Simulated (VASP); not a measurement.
Input of a VASP 6.6.1 run:

The input INCAR:

```
PREC = Accurate
ENCUT = 520
EDIFF = 1E-6
ISMEAR = 0
SIGMA = 0.1
LREAL = F
LASPH = T
NELM = 80
ALGO = Normal
ISIF = 2
LWAVE = F
LCHARG = T
GGA = PE
LELF = T
LVHAR = T
NBANDS = 29
```

The input KPOINTS:

```
regular mesh
0
Gamma
  4 4 4
```

POSCAR

```
PdWSe3
1.0
    4.9197402077      0.0000000000      0.0000000000
    0.0000000000      4.9197402077      0.0000000000
    0.0000000000      0.0000000000      4.9197402077
Pd W Se
1 1 3
Direct
    0.5000000000      0.5000000000      0.5000000000
    0.0000000000      0.0000000000      0.0000000000
    0.5000000000      0.0000000000      0.0000000000
    0.0000000000      0.5000000000      0.0000000000
    0.0000000000      0.0000000000      0.5000000000
```

Potentials or basis: VASP PAW PBE potentials, release 64 (Pd, W_sv, Se).

The run is started by

```bash
$ cat potpaw_PBE.64/Pd/POTCAR potpaw_PBE.64/W_sv/POTCAR potpaw_PBE.64/Se/POTCAR > POTCAR
$ mpirun -np 1 vasp_std > vasp.out
```

Question: Estimate the band gap on the k mesh.

Answer: Zero (band 21 reaches 4.87 eV, above the bottom of band 22 at 3.69 eV).

Question: What does it give for the pressure?

Answer: -0.2 GPa.

Caveat: spin-orbit coupling is left out, which moves the levels of the heavy elements.
